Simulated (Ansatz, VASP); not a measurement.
**Two plane-wave programs on Ca**

```
Ca
1.0
    -2.24000    2.24000    2.24000
     2.24000   -2.24000    2.24000
     2.24000    2.24000   -2.24000
Ca
1
Direct
  0.00000 0.00000 0.00000
```

Alike in both runs: task single point; functional r2SCAN; k mesh 6 × 6 × 6; no spin polarisation.

|  | VASP | Ansatz |
| --- | --- | --- |
| version | VASP 6.6.1 | Ansatz 0.2.0 |
| potentials or method | VASP PAW PBE potentials, release 64 (Ca_sv) | plane waves, PAW |
| plane-wave cutoff (eV) | 550 | 500 |
| occupations | methfessel-paxton of order 1, width 0.1 eV | cold, width 0.1 eV |
| valence electrons in the cell | 10 | 10 |

```tsv
	VASP	Ansatz	Ansatz less VASP
pressure (GPa)	-0.5	-0.5	-0.05
```

VASP's potentials were made for PBE, not for r2SCAN.
